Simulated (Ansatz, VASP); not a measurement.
Ir: VASP beside Ansatz

```xyz
1
Lattice="0.0000 1.9492 1.8621 1.9492 0.0000 1.8621 1.9492 1.9492 0.0000" Properties=species:S:1:pos:R:3 pbc="T T T"
Ir    0.0000    0.0000    0.0000
```

Alike in both runs: task single point; functional PBE; k mesh 15 × 15 × 15; occupations fermi-dirac, width 0.05 eV; collinear spin.

|  | VASP | Ansatz |
| --- | --- | --- |
| version | VASP 6.6.1 | Ansatz 0.2.0 |
| potentials or method | VASP PAW PBE potentials, release 64 (Ir), cutoff 520 eV | all-electron LAPW, scalar-relativistic |

Ansatz gave:

- gap on the k mesh at the Fermi level (eV): none
- pressure (GPa): 9.3
- traceless stress, the component that is largest in VASP (GPa): 11.25
- net moment per atom (μB): 0.00

Q: What did VASP give for the same quantities?

A: gap on the k mesh at the Fermi level (eV): none; pressure (GPa): 10.0; traceless stress, the component that is largest in VASP (GPa): 11.20; net moment per atom (μB): 0.00.

A gap of «none» marks a metal or a gap that the smearing closes. Ansatz ran all-electron here, and VASP with PAW potentials. Ansatz's warnings: seeded moment not kept.

Neither program's run includes spin-orbit coupling.
